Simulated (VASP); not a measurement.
KI, 2 atoms in the cell. It takes space group I4mm (No. 107, tetragonal). Conventional cell: a = 4.824 Å, b = 4.824 Å, c = 6.822 Å, α = 90.00°, β = 90.00°, γ = 90.00°. K (site symmetry 4mm) has 6 I at 2.89 to 3.93 Å within 4.0 Å. I (site symmetry 4mm) has 6 K at 2.89 to 3.93 Å within 4.0 Å.  This cell differs from its parent crystal: atoms displaced along a vibrational mode.

| Quantity | Value |
| --- | --- |
| Program | VASP 6.6.1 |
| Task | single point |
| Functional | LDA |
| Potentials or basis | VASP PAW LDA potentials, release 64 (K_sv, I) |
| Cutoff | 520 eV |
| k mesh | 6 × 6 × 6 |
| Occupations | gaussian, width 0.05 eV |
| Spin | no spin polarisation |
| Dipole correction | no |
| Further INCAR settings | ALGO = Normal; EDIFF = 1e-07; NBANDS = 15 |

Potentials or basis: VASP PAW LDA potentials, release 64 (K_sv, I).

Command:

```sh
$ cat potpaw_LDA.64/K_sv/POTCAR potpaw_LDA.64/I/POTCAR > POTCAR
$ mpirun -np 1 vasp_std > vasp.out
```

Hardware: 1 thread of Intel Xeon 8259CL (shared host).

Question: How long does it take, and how much memory?

Answer: Run time: 48 s on 1 thread of Intel Xeon 8259CL (shared host), peak memory 0.19 GiB. Counts: scf iterations 14, k points 30.
